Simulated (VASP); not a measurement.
Input of a VASP 6.6.1 run:

The input INCAR:

```
SYSTEM = Sc2AlAs3
PREC = Accurate
ENCUT = 520
EDIFF = 1E-6
ISMEAR = 0
SIGMA = 0.1
LREAL = .False.
LASPH = .True.
NELM = 150
ALGO = Fast
ISIF = 2
LWAVE = .False.
LCHARG = .False.
ISPIN = 2
MAGMOM = 1 1 0 0 0 0
LORBIT = 11
LMAXMIX = 4
GGA = PE
NBANDS = 33
```

The input KPOINTS:

```
regular mesh
0
Gamma
  6 6 4
  0 0 0
```

POSCAR

```
Sc2AlAs3
1.0
    5.0510373441      0.0000000000      0.0000000000
   -2.5255186721      4.3743266555      0.0000000000
    0.0000000000      0.0000000000      5.4898084188
Sc Al As
2 1 3
Direct
    0.3333333333      0.6666666667      0.0000000000
    0.6666666667      0.3333333333      0.0000000000
    0.0000000000      0.0000000000      0.5000000000
    0.3333333333      0.6666666667      0.5000000000
    0.6666666667      0.3333333333      0.5000000000
    0.0000000000      0.0000000000      0.0000000000
```

Potentials or basis: VASP PAW PBE potentials, release 64 (Sc_sv, Al, As).

Run with:

```bash
$ cat potpaw_PBE.64/Sc_sv/POTCAR potpaw_PBE.64/Al/POTCAR potpaw_PBE.64/As/POTCAR > POTCAR
$ mpirun -np 1 vasp_std > vasp.out
```

Problem. What does it give for the pressure?

Solution. 0.6 GPa.

Problem. Predict the net moment.

Solution. 1.61 μB per cell.

Problem. Predict the site moments.

Solution. Sc +0.57; Al +0.02; As +0.00, -0.04 (each value once) μB.

Stress tensor (GPa, compression positive):
```
0.62 0.00 0.00
0.00 0.62 0.00
0.00 0.00 0.54
```
